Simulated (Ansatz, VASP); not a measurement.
# BP in VASP and in Ansatz

Contents of POSCAR:

```
BP
1.0
    0.0000000000      2.0208977285      2.8575493881
    2.0208977285      0.0000000000      2.8575493881
    2.0208977285      2.0208977285      0.0000000000
B P
1 1
Direct
    0.0000000000      0.0000000000      0.0000000000
    0.7500000000      0.7500000000      0.7500000000
```

File INCAR.step1:

```
PREC = Accurate
ENCUT = 520
ISMEAR = 0
SIGMA = 0.05
LREAL = False
LASPH = True
NELM = 60
NBANDS = 11
GGA = PE
ALGO = Normal
EDIFF = 1E-4
LWAVE = True
LCHARG = False
```

Contents of INCAR.step2:

```
PREC = Accurate
ENCUT = 520
EDIFF = 1E-7
ISMEAR = 0
SIGMA = 0.05
LREAL = False
LASPH = True
NELM = 60
ALGO = Normal
ISIF = 2
LWAVE = False
LCHARG = False
METAGGA = R2SCAN
LMIXTAU = True
NBANDS = 11
ISTART = 1
```

The input KPOINTS:

```
regular mesh
0
Gamma
  12 12 12
```

Input for Ansatz:

```yaml
crystal:
  lattice:
    - [0.0, 2.0208977285, 2.8575493881]
    - [2.0208977285, 0.0, 2.8575493881]
    - [2.0208977285, 2.0208977285, 0.0]
  atoms:
    - { symbol: B, position: [0.0, 0.0, 0.0] }
    - { symbol: P, position: [0.75, 0.75, 0.75] }
basis:
  ecutwfc: 500
kpoints:
  mp_grid: { grid: [12, 12, 12] }
hamiltonian:
  xc: r2scan
scf:
  occupations: { method: gaussian, width: 0.05 }
output:
  forces: true
  stress: true
  eigenvalues: true
```

Alike in both runs: task single point; functional r2SCAN; k mesh 12 × 12 × 12; occupations gaussian, width 0.05 eV; no spin polarisation.

|  | VASP | Ansatz |
| --- | --- | --- |
| version | VASP 6.6.1 | Ansatz 0.2.0 |
| potentials or method | VASP PAW PBE potentials, release 64 (B, P), cutoff 520 eV | scalar-relativistic, plane waves, PAW |
| valence electrons in the cell | 8 | 8 |

```csv
,VASP,Ansatz,Ansatz less VASP
gap on the k mesh at the Fermi level (eV),none,none,-
pressure (GPa),-1.8,-1.3,+0.44
"traceless stress, the component that is largest in VASP (GPa)",-67.88,-67.44,+0.442
```

VASP's potentials were made for PBE, not for r2SCAN. A gap of «none» marks a metal or a gap that the smearing closes. The functional is the same, so the differences come from potentials, cutoffs and numerics.
